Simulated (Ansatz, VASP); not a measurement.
One calculation of Co, two programs

```
CELL_PARAMETERS angstrom
0.00000 1.66480 1.66480
1.66480 0.00000 1.66480
1.66480 1.66480 0.00000
ATOMIC_POSITIONS crystal
Co 0.00000 0.00000 0.00000
```

Alike in both runs: task single point; functional LDA; k mesh 18 × 18 × 18; occupations fermi-dirac, width 0.1 eV; no spin polarisation.

```csv
,VASP,Ansatz
version,VASP 6.6.1,Ansatz 0.2.0
potentials or method,"VASP PAW LDA potentials, release 64 (Co_sv), cutoff 600 eV","plane waves (420 eV) with PAW, scalar-relativistic"
valence electrons in the cell,17,17
```

Ansatz gave:

* pressure (GPa): 14.1

Which values does VASP return?

Pressure (GPa): 10.6.

Ansatz warns that its potentials were made for another functional, while VASP's fit it. LDA's correlation is that of Perdew and Zunger in VASP and of Perdew and Wang (1992) in Ansatz.
